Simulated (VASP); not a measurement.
Si: relaxation of cell and atoms with PBE

Si:

```
Si
1.0
    -1.68937    1.68937    3.07674
     1.68937   -1.68937    3.07674
     1.68937    1.68937   -3.07674
Si
2
Cartesian
  0.0000 0.0000 1.8977
  0.0000 0.0000 4.2558
```

The cell was generated, and may not be a known phase.

- Program: VASP 6.6.1
- Task: relaxation of cell and atoms
- Functional: PBE
- Potentials or basis: VASP PAW PBE potentials, release 64 (Si)
- Cutoff: 600 eV
- k mesh: 22 × 22 × 22
- Occupations: gaussian, width 0.1 eV
- Spin: no spin polarisation
- Dipole correction: no
- Further INCAR settings: ALGO = Normal; EDIFF = 1e-07; IBRION = 2; EDIFFG = -0.01; NSW = 100; ISIF = 3

```json
{
 "Relaxed volume": "17.63 Å³/atom",
 "Relaxed cell": "a = 3.905 Å, b = 3.905 Å, c = 3.905 Å, α = 128.75°, β = 128.75°, γ = 75.42°",
 "Space group after relaxing (to 0.1 Å)": "I4/mmm (No. 139)",
 "Energy gained by relaxing": "0.2 meV/atom",
 "Ionic steps": "5",
 "Pressure after relaxing": "0.0 GPa",
 "Band gap on the k mesh": "zero (bands 4 and 5 overlap by 4.41 eV)"
}
```

Step by step:
```tsv
step	energy change (eV)	largest force (eV/Å)	pressure (GPa)	volume (Å³)
1	0.0000	0.0245	0.26	35.12
2	-0.0002	0.0645	-0.13	35.27
3	-0.0003	0.0304	0.02	35.21
4	-0.0004	0.0117	-0.02	35.24
5	-0.0004	0.0005	-0.05	35.25
```

Final structure:
```
CELL_PARAMETERS angstrom
-1.68894 1.68894 3.08941
1.68894 -1.68894 3.08941
1.68894 1.68894 -3.08941
ATOMIC_POSITIONS crystal
Si 0.30860 0.30860 0.00000
Si 0.69140 0.69140 0.00000
```

Levels at points of the mesh, in eV from the Fermi level:
| k point | band 1 | band 2 | band 3 | band 4 | band 5 | band 6 | band 7 | band 8 |
| --- | --- | --- | --- | --- | --- | --- | --- | --- |
| (0.00, 0.00, 0.00) | -12.59 | -0.14 | 0.42 | 0.42 | 2.57 | 3.24 | 4.47 | 4.93 |
| (0.50, 0.00, 0.00) | -9.22 | -8.11 | -2.10 | 1.00 | 1.78 | 2.69 | 5.21 | 5.40 |
| (0.50, 0.50, 0.00) | -7.40 | -5.69 | -4.30 | -3.84 | -1.63 | 0.87 | 7.43 | 9.21 |
| (0.50, 0.50, 0.50) | -10.20 | -7.33 | -1.28 | -1.28 | 0.56 | 2.57 | 11.10 | 11.29 |

Wall time 9.7 min on 1 thread of Intel Xeon 8259CL (shared host), peak memory 0.35 GiB.
